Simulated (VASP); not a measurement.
A run of VASP 6.6.1 is set up as follows.

INCAR

```
SYSTEM = Mg6NO6
ALGO = Normal
DIPOL = 0.5 0.5 0.308
EDIFF = 1E-6
ENCUT = 520
GGA = PE
IDIPOL = 3
ISIF = 2
ISMEAR = 0
IVDW = 12
LASPH = .TRUE.
LCHARG = .FALSE.
LDIPOL = .TRUE.
LREAL = Auto
LWAVE = .FALSE.
NBANDS = 72
NELM = 60
PREC = Accurate
SIGMA = 0.05
```

Contents of KPOINTS:

```
k-points
0
G
  6 6 1
  0 0 0
```

POSCAR

```
Mg6NO6
1.0
    5.9515779654      0.0000000000      0.0000000000
   -2.9757889827      5.1542177107      0.0000000000
    0.0000000000      0.0000000000     24.5450895495
O Mg N
12 12 2
Direct
    0.1666666667      0.3333333333      0.1629653863
    0.1666666667      0.8333333333      0.1629653863
    0.6666666667      0.3333333333      0.1629653863
    0.6666666667      0.8333333333      0.1629653863
    0.0000000000      0.0000000000      0.2619555132
    0.0000000000      0.5000000000      0.2619555132
    0.5000000000      0.0000000000      0.2619555132
    0.5000000000      0.5000000000      0.2619555132
    0.3333333333      0.1666666667      0.3629884506
    0.3333333333      0.6666666667      0.3629884506
    0.8333333333      0.1666666667      0.3629884506
    0.8333333333      0.6666666667      0.3629884506
    0.3333333333      0.1666666667      0.2124604498
    0.3333333333      0.6666666667      0.2124604498
    0.8333333333      0.1666666667      0.2124604498
    0.8333333333      0.6666666667      0.2124604498
    0.1666666667      0.3333333333      0.3075949074
    0.1666666667      0.8333333333      0.3075949074
    0.6666666667      0.3333333333      0.3075949074
    0.6666666667      0.8333333333      0.3075949074
    0.0000000000      0.0000000000      0.4092504747
    0.0000000000      0.5000000000      0.4092504747
    0.5000000000      0.0000000000      0.4092504747
    0.5000000000      0.5000000000      0.4092504747
    0.2500000000      0.1666666667      0.5477710530
    0.2500000000      0.1666666667      0.5925865343
```

Potentials or basis: VASP PAW PBE potentials, release 64 (O, Mg, N).

The run is started by

```console
$ cat potpaw_PBE.64/O/POTCAR potpaw_PBE.64/Mg/POTCAR potpaw_PBE.64/N/POTCAR > POTCAR
$ mpirun -np 1 vasp_std > vasp.out
```

Question: Predict the largest force.

Answer: 2.710 eV/Å.

Question: Estimate the dispersion energy per atom.

Answer: -0.196 eV.

Forces on the atoms (eV/Å):
```
O    0.000  0.000  1.292
O    0.000  0.000  1.292
O    0.000  0.000  1.292
O    0.000  0.000  1.295
O    0.005  0.003  1.443
O    0.000  0.000  1.438
O   -0.005  0.003  1.445
O    0.000 -0.006  1.444
O   -0.016  0.000  0.066
O    0.003 -0.006 -0.031
O    0.013 -0.002 -0.025
O   -0.001  0.008 -0.030
Mg   0.000  0.000 -2.710
Mg  -0.002 -0.002 -2.708
Mg   0.001  0.002 -2.708
Mg   0.002 -0.001 -2.707
Mg  -0.017  0.010  0.018
Mg  -0.001 -0.021  0.019
Mg   0.017  0.012  0.018
Mg   0.002 -0.002  0.030
Mg  -0.064 -0.056 -0.098
Mg  -0.021  0.007 -0.051
Mg   0.067 -0.032 -0.064
Mg   0.023  0.083 -0.083
N   -0.004 -0.004 -2.115
N    0.001  0.001  2.238
```

Caveat: the standard files for N, O and F lose accuracy on very short bonds.
